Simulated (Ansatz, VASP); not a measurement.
## InAs in VASP and in Ansatz

INCAR

```
SYSTEM = InAs
  ALGO = Normal
  EDIFF = 1E-6
  ENCUT = 520
  GGA = PS
  ISIF = 2
  ISMEAR = -1
  LASPH = .TRUE.
  LCHARG = .TRUE.
  LELF = .TRUE.
  LREAL = .FALSE.
  LVHAR = .TRUE.
  LWAVE = .FALSE.
  NBANDS = 16
  NELM = 60
  PREC = Accurate
  SIGMA = 0.05
```

KPOINTS

```
k-points
0
G
  8 8 8
  0 0 0
```

File POSCAR:

```
InAs
1.0
    0.0000000000      2.8963595487      2.8963595487
    2.8963595487      0.0000000000      2.8963595487
    2.8963595487      2.8963595487      0.0000000000
In As
1 1
Direct
    0.5000000000      0.5000000000      0.5000000000
    0.0000000000      0.0000000000      0.0000000000
```

File input.yaml:

```yaml
crystal:
  lattice:
    - [0.0, 2.8963595487, 2.8963595487]
    - [2.8963595487, 0.0, 2.8963595487]
    - [2.8963595487, 2.8963595487, 0.0]
  atoms:
    - { symbol: In, position: [0.5, 0.5, 0.5] }
    - { symbol: As, position: [0.0, 0.0, 0.0] }
kpoints:
  mp_grid: { grid: [8, 8, 8] }
scf:
  occupations: { method: fermi_dirac, width: 0.05 }
hamiltonian:
  xc: pbesol
  pseudopotentials: { kind: all_electron, lapw: { basis_error: 0.001 } }
output:
  forces: true
  stress: true
  eigenvalues: true
```

Change from the starting cell: volume scaled by 1.02.

Alike in both runs: task single point; functional PBEsol; k mesh 8 × 8 × 8; occupations fermi-dirac, width 0.05 eV; no spin polarisation.

```csv
,VASP,Ansatz
version,VASP 6.6.1,Ansatz 0.2.0
potentials or method,"VASP PAW PBE potentials, release 64 (In_d, As), cutoff 520 eV","all-electron LAPW, scalar-relativistic"
```

|  | VASP | Ansatz | Ansatz less VASP |
| --- | --- | --- | --- |
| gap on the k mesh at the Fermi level (eV) | none | none | - |
| pressure (GPa) | -4.2 | -4.3 | -0.15 |

VASP's potentials were made for PBE, not for PBEsol. A gap of «none» marks a metal or a gap that the smearing closes. Ansatz ran all-electron here, and VASP with PAW potentials.
